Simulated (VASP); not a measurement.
A run of VASP 6.6.1:

INCAR

```
ALGO = Normal
EDIFF = 1E-6
ENCUT = 520
GGA = CA
ISIF = 2
ISMEAR = 1
ISPIN = 2
LASPH = T
LCHARG = T
LELF = T
LMAXMIX = 4
LORBIT = 11
LREAL = F
LVHAR = T
LWAVE = F
MAGMOM = 0.607
NBANDS = 15
NELM = 150
PREC = Accurate
SIGMA = 1.0
```

File KPOINTS:

```
k-points
0
Gamma
  16 16 16
```

The input POSCAR:

```
Ni
1.0
    0.0000000000      1.7124646296      1.7124646296
    1.7124646296      0.0000000000      1.7124646296
    1.7124646296      1.7124646296      0.0000000000
Ni
1
Direct
    0.0000000000      0.0000000000      0.0000000000
```

Potentials or basis: VASP PAW LDA potentials, release 64 (Ni).

Launch:

```console
$ cat potpaw_LDA.64/Ni/POTCAR > POTCAR
$ mpirun -np 1 vasp_std > vasp.out
```

Hardware: 1 thread of Intel Xeon 8259CL, with other jobs on the host.

Q: How long does it take, and how much memory?

A: It took 43 s on 1 thread of Intel Xeon 8259CL (shared host), peak memory 0.14 GiB. Counts: scf iterations 14, k points 145.
